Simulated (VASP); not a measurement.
Sr:

```xyz
1
Lattice="0.0000 3.0423 3.0423 3.0423 0.0000 3.0423 3.0423 3.0423 0.0000" Properties=species:S:1:pos:R:3 pbc="T T T"
Sr    0.0000    0.0000    0.0000
```

Base run:

```yaml
Program: VASP 6.6.1
Functional: LDA
Potentials_or_basis: VASP PAW LDA potentials, release 64 (Sr_sv)
Cutoff: 520 eV
k_mesh: 8 × 8 × 8
Occupations: fermi-dirac, width 0.05 eV
Spin: no spin polarisation
```

Its results: band gap on the k mesh zero (band 5 reaches 1.42 eV, above the bottom of band 6 at 1.39 eV); pressure -1.6 GPa.

Q: The run is repeated on the same cell with these changes: k mesh from 8 × 8 × 8 to 6 × 6 × 6. What comes out?

A: Band gap on the k mesh 0.10 eV, direct; pressure -1.5 GPa.

A k mesh can miss the band edges.
